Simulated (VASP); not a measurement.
# BAs (zincblende type) (F-43m) in VASP: further runs

BAs (zincblende type) is run at these levels: LDA; tasks: single point, relaxation of cell and atoms.

Everything below comes from runs of VASP 6.6.1. Logs are shortened: lines on timing, memory, paths and dates and some standing lists are left out, and cuts for length are marked.

### Step 1. The cell of the first run

Symmetry: F-43m, No. 216, cubic system. The conventional cell has a = 4.733 Å, b = 4.733 Å, c = 4.733 Å, α = 90.00°, β = 90.00°, γ = 90.00°. Within 2.7 Å of B (site symmetry -43m) lie 4 As at 2.05 Å. As (site symmetry -43m) has 4 B at 2.05 Å within 2.7 Å.

### Step 2. Single point, LDA

INCAR

```
PREC = Accurate ; ENCUT = 560
EDIFF = 1E-6 ; ISMEAR = -1
SIGMA = 0.05 ; LREAL = F
LASPH = T ; NELM = 120
ALGO = Normal ; ISIF = 2
LWAVE = F ; LCHARG = F
GGA = CA ; NBANDS = 16
GGA_COMPAT = F
```

KPOINTS

```
Automatic mesh
0
Gamma
  15 15 15
```

POSCAR

```
BAs
1.0
    0.0000000000      2.3662817983      2.3662817983
    2.3662817983      0.0000000000      2.3662817983
    2.3662817983      2.3662817983      0.0000000000
B As
1 1
Direct
    0.0000000000      0.0000000000      0.0000000000
    0.2500000000      0.2500000000      0.2500000000
```

Potentials or basis: VASP PAW LDA potentials, release 64 (B, As_d).

Started as:

```console
$ cat potpaw_LDA.64/B/POTCAR potpaw_LDA.64/As_d/POTCAR > POTCAR
$ mpirun -np 1 vasp_std > vasp.out
```

OUTCAR:

```text
PREC = Accurate
   ENCUT = 560
   EDIFF = 1E-6
   ISMEAR = -1
   LREAL = F
   LASPH = T
   NELM = 120
   ISIF = 2
   GGA = CA

 ion  position               nearest neighbor table
   1  0.000  0.000  0.000-   2 2.05   2 2.05   2 2.05   2 2.05
   2  0.250  0.250  0.250-   1 2.05   1 2.05   1 2.05   1 2.05

  LATTYP: Found a face centered cubic cell.
 ALAT       =     4.7325635966

  Lattice vectors:

 A1 = (   0.0000000000,   2.3662817983,   2.3662817983)
 A2 = (   2.3662817983,   0.0000000000,   2.3662817983)
 A3 = (   2.3662817983,   2.3662817983,   0.0000000000)

Analysis of symmetry for initial positions (statically):
=====================================================================
 Subroutine PRICEL returns:
 Original cell was already a primitive cell.

 Routine SETGRP: Setting up the symmetry group for a
 face centered cubic supercell.

 Subroutine GETGRP returns: Found 24 space group operations
 (whereof 24 operations were pure point group operations)
 out of a pool of 48 trial point group operations.

The static configuration has the point symmetry T_d .

Analysis of symmetry for dynamics (positions and initial velocities):
=====================================================================
 Subroutine PRICEL returns:
 Original cell was already a primitive cell.

 Routine SETGRP: Setting up the symmetry group for a
 face centered cubic supercell.

 Subroutine GETGRP returns: Found 24 space group operations
 (whereof 24 operations were pure point group operations)
 out of a pool of 48 trial point group operations.

The dynamic configuration has the point symmetry T_d .

 Subroutine INISYM returns: Found 24 space group operations
 (whereof 24 operations are pure point group operations),
 and found     1 'primitive' translations

----------------------------------------------------------------------------------------

                                     Primitive cell

  volume of cell :      26.4990

  direct lattice vectors                    reciprocal lattice vectors
     0.000000000  2.366281798  2.366281798    -0.211301968  0.211301968  0.211301968
     2.366281798  0.000000000  2.366281798     0.211301968 -0.211301968  0.211301968
     2.366281798  2.366281798  0.000000000     0.211301968  0.211301968 -0.211301968

  length of vectors
     3.346427812  3.346427812  3.346427812     0.365985744  0.365985744  0.365985744

  position of ions in fractional coordinates (direct lattice)
     0.000000000  0.000000000  0.000000000
     0.250000000  0.250000000  0.250000000

  ion indices of the primitive-cell ions
   primitive index   ion index
                 1           1
                 2           2

----------------------------------------------------------------------------------------

 KPOINTS: Automatic mesh

Automatic generation of k-mesh.
 Grid dimensions read from file:
 generate k-points for:   15   15   15

 Generating k-lattice:

  Cartesian coordinates                     Fractional coordinates (reciprocal lattice)
    -0.014086798  0.014086798  0.014086798     0.066666667  0.000000000  0.000000000
     0.014086798 -0.014086798  0.014086798     0.000000000  0.066666667  0.000000000
     0.014086798  0.014086798 -0.014086798     0.000000000  0.000000000  0.066666667

  Length of vectors
     0.024399050  0.024399050  0.024399050

  Shift w.r.t. Gamma in fractional coordinates (k-lattice)
     0.000000000  0.000000000  0.000000000

 Subroutine IBZKPT returns following result:
 ===========================================

 Found    120 irreducible k-points:

 Following reciprocal coordinates:
            Coordinates               Weight
  0.000000  0.000000  0.000000      1.000000
  0.066667  0.000000  0.000000      8.000000
  0.133333  0.000000  0.000000      8.000000
  0.200000  0.000000  0.000000      8.000000
  0.266667  0.000000  0.000000      8.000000
  0.333333  0.000000  0.000000      8.000000
[... 16 lines left out ...]
  0.133333  0.133333  0.000000      6.000000
  0.200000  0.133333  0.000000     24.000000
 [... further k-points ...]
   k-points           NKPTS =    120   k-points in BZ     NKDIM =    120   number of bands    NBANDS=     16
   number of dos      NEDOS =    301   number of ions     NIONS =      2
   total plane-waves  NPLWV =  21952
   dimension x,y,z NGX =    28 NGY =   28 NGZ =   28
   dimension x,y,z NGXF=    56 NGYF=   56 NGZF=   56
   ions per type =               1   1
   NGX,Y,Z   is equivalent  to a cutoff of  13.91, 13.91, 13.91 a.u.
   NGXF,Y,Z  is equivalent  to a cutoff of  27.82, 27.82, 27.82 a.u.
 SYSTEM =  unknown system
   PREC   = accura    normal or accurate (medium, high low for compatibility)
   ISTART =      0    job   : 0-new  1-cont  2-samecut
   ICHARG =      2    charge: 1-file 2-atom 10-const
   ISPIN  =      1    spin polarized calculation?
   LNONCOLLINEAR =      F non collinear calculations
   LSORBIT =      F    spin-orbit coupling
   LASPH  =      T    aspherical Exc in radial PAW
   ENCUT  =  560.0 eV  41.16 Ry    6.42 a.u.   6.46  6.46  6.46*2*pi/ulx,y,z
   NELM   =    120;   NELMIN=  2; NELMDL= -5     # of ELM steps
   EDIFF  = 0.1E-05   stopping-criterion for ELM
   LREAL  =      F    real-space projection
   EDIFFG = 0.1E-04   stopping-criterion for IOM
   NSW    =      0    number of steps for IOM
   IBRION =     -1    ionic relax: 0-MD 1-quasi-New 2-CG
   NFREE  =      0    steps in history (QN), initial steepest desc. (CG)
   ISIF   =      2    stress and relaxation
   ISYM   =      2    0-nonsym 1-usesym 2-fastsym
   POTIM  = 0.5000    time-step for ionic-motion
   TEBEG  =    0.0;   TEEND  =   0.0 temperature during run
   PSTRESS=    0.0 pullay stress
   NELECT =      18.0000    total number of electrons
   NUPDOWN=      -1.0000    fix difference up-down
   EMIN   =  10.00;   EMAX   =-10.00  energy-range for DOS
   EFERMI =   0.00;   METHOD = LEGACY
   ISMEAR =    -1;   SIGMA  =   0.05  broadening in eV -4-tet -1-fermi 0-gaus
   EFERMI_NEDOS =   21; number of points for ismear=-14 and -15
   IALGO  =     38    algorithm
   IMIX   =      4    mixing-type and parameters
     AMIX     =   0.40;   BMIX     =  1.00
     AMIX_MAG =   1.60;   BMIX_MAG =  1.00
  volume/ion in A,a.u.               =      13.25        89.41
  Fermi-wavevector in a.u.,A,eV,Ry     =   1.439094  2.719494 28.177556  2.070992
  Thomas-Fermi vector in A             =   2.557988
   LORBIT       =      0    0 simple, 1 ext, 2 COOP (PROOUT), +10 PAW based schemes
   GGA     = CA    functional components
   LHFCALC =     F    Hartree Fock is set to
   AEXX    =    0.0000 exact exchange contribution
   IVDW    =     0    specifies the selected vdW correction
   LEPSILON=     F    determine dielectric tensor
   LRPA    =     F    only Hartree local field effects (RPA)
 non-spin polarized calculation
  energy-cutoff  :      560.00
  volume of cell :       26.50
 maximum number of plane-waves:       821
 NGX is ok and might be reduce to    28
   NGX = 13   NGY = 13   NGZ = 13

 number of electron      18.0000004 magnetization

 Free energy of the ion-electron system (eV)
  ---------------------------------------------------
  ext. energy  EPLUGINS =         0.00000000
  ---------------------------------------------------
  free energy    TOTEN  =       -12.94278421 eV

  energy without entropy =      -12.94278413  energy(sigma->0) =      -12.94278417

 E-fermi :   5.6271     XC(G=0): -11.5723

 val. band max:        5.0888203796   @ k =   0.0000   0.0000   0.0000
 cond. band min:       6.1907996291   @ k =   0.4000   0.4000   0.0000
 fundamental gap:      1.1019792495
 Fermi energy:         5.6270931911

 k-point     1 :       0.0000    0.0000    0.0000
  band No.  band energies     occupation
      1     -30.8293      2.00000
      2     -30.8293      2.00000
      3     -30.8293      2.00000
      4     -30.8022      2.00000
      5     -30.8022      2.00000
      6     -10.5448      2.00000
[... 8 lines left out ...]
     15      18.4709      0.00000
     16      18.4709      0.00000

 k-point     2 :       0.0667    0.0000    0.0000
  band No.  band energies     occupation
      1     -30.8291      2.00000
      2     -30.8289      2.00000
      3     -30.8289      2.00000
      4     -30.8022      2.00000
      5     -30.8022      2.00000
      6     -10.4701      2.00000
[... 8 lines left out ...]
     15      17.6727      0.00000
     16      17.6727      0.00000

 k-point     3 :       0.1333    0.0000    0.0000
  band No.  band energies     occupation
      1     -30.8286      2.00000
      2     -30.8278      2.00000
      3     -30.8278      2.00000
      4     -30.8021      2.00000
      5     -30.8021      2.00000
      6     -10.2472      2.00000
[... 8 lines left out ...]
     15      16.8417      0.00000
     16      16.8417      0.00000

 k-point     4 :       0.2000    0.0000    0.0000
  band No.  band energies     occupation
      1     -30.8280      2.00000
      2     -30.8263      2.00000
      3     -30.8263      2.00000
      4     -30.8019      2.00000
      5     -30.8019      2.00000
      6      -9.8814      2.00000
[... 8 lines left out ...]
     15      16.4415      0.00000
     16      16.4415      0.00000

 k-point     5 :       0.2667    0.0000    0.0000
  band No.  band energies     occupation
      1     -30.8272      2.00000
      2     -30.8249      2.00000
      3     -30.8249      2.00000
      4     -30.8014      2.00000
      5     -30.8014      2.00000
      6      -9.3842      2.00000
[... 8 lines left out ...]
     15      16.6032      0.00000
     16      16.6032      0.00000

 k-point     6 :       0.3333    0.0000    0.0000
  band No.  band energies     occupation
      1     -30.8265      2.00000
      2     -30.8237      2.00000
      3     -30.8237      2.00000
      4     -30.8008      2.00000
      5     -30.8008      2.00000
      6      -8.7826      2.00000
[... 8 lines left out ...]
     15      17.3320      0.00000
     16      17.3320      0.00000
[... 267 lines left out ...]
 k-point    21 :      -0.1333    0.0667    0.0000
  band No.  band energies     occupation
      1     -30.8286      2.00000
      2     -30.8273      2.00000
      3     -30.8264      2.00000
      4     -30.8026      2.00000
      5     -30.8016      2.00000
      6     -10.0751      2.00000
[... 8 lines left out ...]
     15      16.1858      0.00000
     16      17.0487      0.00000

 k-point    22 :      -0.0667    0.0667    0.0000
  band No.  band energies     occupation
      1     -30.8290      2.00000
      2     -30.8284      2.00000
      3     -30.8278      2.00000
      4     -30.8024      2.00000
      5     -30.8019      2.00000
      6     -10.3459      2.00000
[... 8 lines left out ...]
     15      16.6268      0.00000
     16      17.4348      0.00000

 k-point    23 :       0.1333    0.1333    0.0000
  band No.  band energies     occupation
      1     -30.8302      2.00000
      2     -30.8263      2.00000
      3     -30.8263      2.00000
      4     -30.8032      2.00000
      5     -30.8011      2.00000
      6     -10.1475      2.00000
[... 8 lines left out ...]
     15      16.1185      0.00000
     16      18.9163      0.00000

 k-point    24 :       0.2000    0.1333    0.0000
  band No.  band energies     occupation
      1     -30.8303      2.00000
      2     -30.8249      2.00000
      3     -30.8248      2.00000
      4     -30.8036      2.00000
      5     -30.8006      2.00000
      6      -9.8777      2.00000
[... 8 lines left out ...]
     15      16.9438      0.00000
     16      18.6483      0.00000

 [... further k-points ...]
[... 5 lines left out ...]
  --------------------------------------------------------------------------------------
  -------------------------------------------------------------------------------------
  Total        0.1683753      0.1683753      0.1683753      0.0000000      0.0000000      0.0000000
  in kB       10.1802771     10.1802771     10.1802771      0.0000000      0.0000000      0.0000000
  external PRESSURE =      10.1802771 kB  Pullay stress =       0.0000000 kB

 VOLUME and BASIS-vectors are now :
 -----------------------------------------------------------------------------
  energy-cutoff  :      560.00
  volume of cell :       26.50
      direct lattice vectors                 reciprocal lattice vectors
     0.000000000  2.366281798  2.366281798    -0.211301968  0.211301968  0.211301968
     2.366281798  0.000000000  2.366281798     0.211301968 -0.211301968  0.211301968
     2.366281798  2.366281798  0.000000000     0.211301968  0.211301968 -0.211301968

 POSITION                                       TOTAL-FORCE (eV/Angst)
 -----------------------------------------------------------------------------------
      0.00000      0.00000      0.00000        -0.000000     -0.000000     -0.000000
      1.18314      1.18314      1.18314         0.000000      0.000000      0.000000
 -----------------------------------------------------------------------------------
    total drift:                                0.000001      0.000001      0.000001

  FREE ENERGIE OF THE ION-ELECTRON SYSTEM (eV)
  ---------------------------------------------------
  free  energy   TOTEN  =       -12.9427842104 eV

  energy  without entropy=      -12.9427841349  energy(sigma->0) =      -12.94278417
```

It took 69 s on 1 thread of Intel Xeon Platinum 8375C at 2.90GHz (Ice Lake), shared host; peak memory 0.17 GiB.

What came out:

```yaml
Free_energy: -12.9428 eV
Pressure: 1.0 GPa
Band_gap_on_the_k_mesh: 1.10 eV (least direct gap 3.29 eV)
```

Caveat: an odd mesh through Γ misses points on the zone boundary, where band edges can lie.

### Step 3. Single point, LDA (11.66 Å³/atom)

This run uses another cell than the first one, of 11.66 Å³/atom.

INCAR

```
SYSTEM = BAs
ALGO = Normal
EDIFF = 1E-6
ENCUT = 560
GGA = CA
GGA_COMPAT = .FALSE.
ISIF = 2
ISMEAR = -1
LASPH = .TRUE.
LCHARG = .FALSE.
LREAL = .FALSE.
LWAVE = .FALSE.
NBANDS = 16
NELM = 120
PREC = Accurate
SIGMA = 0.05
```

KPOINTS

```
k-points
0
G
  15 15 15
  0 0 0
```

POSCAR

```
BAs
1.0
    0.0000000000      2.2675699192      2.2675699192
    2.2675699192      0.0000000000      2.2675699192
    2.2675699192      2.2675699192      0.0000000000
B As
1 1
Direct
    0.0000000000      0.0000000000      0.0000000000
    0.2500000000      0.2500000000      0.2500000000
```

Potentials or basis: VASP PAW LDA potentials, release 64 (B, As_d).

Started as:

```console
$ cat potpaw_LDA.64/B/POTCAR potpaw_LDA.64/As_d/POTCAR > POTCAR
$ mpirun -np 1 vasp_std > vasp.out
```

Run time: 32 s. Hardware: 1 thread of Intel Xeon Platinum 8488C (Sapphire Rapids), shared host; peak memory 0.17 GiB.

It converged, with:

- Free energy: -12.7173 eV
- Pressure: 24.7 GPa
- Band gap on the k mesh: 0.98 eV (least direct gap 3.47 eV)

Levels at points of the mesh, in eV from the valence-band top:
| k point | band 7 | band 8 | band 9 | band 10 | band 11 | band 12 |
| --- | --- | --- | --- | --- | --- | --- |
| (0.00, 0.00, 0.00) | 0.00 | 0.00 | 0.00 | 3.47 | 3.47 | 3.47 |

Caveat: the cell stands under pressure; an odd mesh through Γ misses points on the zone boundary, where band edges can lie.

### Step 4. Relaxation of cell and atoms, LDA

This run uses another cell than the first one, of 13.93 Å³/atom.

INCAR

```
PREC = Accurate ; ENCUT = 560
EDIFF = 1E-7 ; ISMEAR = -1
SIGMA = 0.05 ; LREAL = F
LASPH = T ; NELM = 120
ALGO = Normal ; ISIF = 3
LWAVE = F ; LCHARG = F
IBRION = 2 ; NSW = 60
EDIFFG = -0.005 ; GGA_COMPAT = F
NELMIN = 4
```

KPOINTS

```
regular mesh
0
Gamma
  15 15 15
```

POSCAR

```
BAs
1.0
    0.0000000000      2.4061959241      2.4061959241
    2.4061959241      0.0000000000      2.4061959241
    2.4061959241      2.4061959241      0.0000000000
B As
1 1
Direct
    0.0000000000      0.0000000000      0.0000000000
    0.2500000000      0.2500000000      0.2500000000
```

Started as:

```console
$ cat potpaw_LDA.64/B/POTCAR potpaw_LDA.64/As_d/POTCAR > POTCAR
$ mpirun -np 1 vasp_std > vasp.out
```

It took 95 s on 1 thread of AMD EPYC 9R45 (Zen 5), shared host; peak memory 0.15 GiB.

The run converged. Its results:

| Property | Result |
| --- | --- |
| Free energy | -12.9433 eV |
| Relaxed volume | 13.28 Å³/atom |
| Relaxed cell | a = 3.349 Å, b = 3.349 Å, c = 3.349 Å, α = 60.00°, β = 60.00°, γ = 60.00° |
| Space group after relaxing (to 0.1 Å) | F-43m (No. 216) |
| Energy gained by relaxing | 13.7 meV/atom |
| Ionic steps | 5 |
| Pressure after relaxing | 0.0 GPa |
| Band gap on the k mesh | 1.10 eV (least direct gap 3.28 eV) |

The path:
```tsv
step	energy change (eV)	largest force (eV/Å)	pressure (GPa)	volume (Å³)
1	0.0000	0.0000	-6.42	27.86
2	-0.0131	0.0000	5.25	25.67
3	-0.0273	0.0000	-0.14	26.56
4	-0.0273	0.0000	0.07	26.53
5	-0.0273	0.0000	0.03	26.55
```

Final structure:
```
CELL_PARAMETERS angstrom
0.00000 2.36784 2.36784
2.36784 0.00000 2.36784
2.36784 2.36784 0.00000
ATOMIC_POSITIONS crystal
B 0.00000 0.00000 0.00000
As 0.25000 0.25000 0.25000
```

Levels at points of the mesh, in eV from the valence-band top:
| k point | band 6 | band 7 | band 8 | band 9 | band 10 | band 11 | band 12 | band 13 |
| --- | --- | --- | --- | --- | --- | --- | --- | --- |
| (0.00, 0.00, 0.00) | -15.62 | 0.00 | 0.00 | 0.00 | 3.28 | 3.28 | 3.28 | 5.01 |

Caveat: an odd mesh through Γ misses points on the zone boundary, where band edges can lie.

### Step 5. Overview

| task | cell | gap on the mesh (eV) | pressure (GPa) |
| --- | --- | --- | --- |
| single point | a = 3.346 Å, angles 60.0°, 2 atoms | 1.10 | 1.0 |
| single point | a = 3.207 Å, angles 60.0°, 2 atoms | 0.98 | 24.7 |
| relaxation of cell and atoms | relaxed from a = 3.403 Å, angles 60.0°, 2 atoms | 1.10 | 0.0 |

Alike in all rows: level LDA; potentials or basis VASP PAW LDA potentials, release 64 (B, As_d); no spin polarisation; k mesh 15 × 15 × 15; cutoff (eV) 560; smearing fermi-dirac 0.05 eV.

Caveats: an odd mesh through Γ misses points on the zone boundary, where band edges can lie; the cell stands under pressure (at least some runs).

Absolute energies hang on the potentials; compare differences alone.
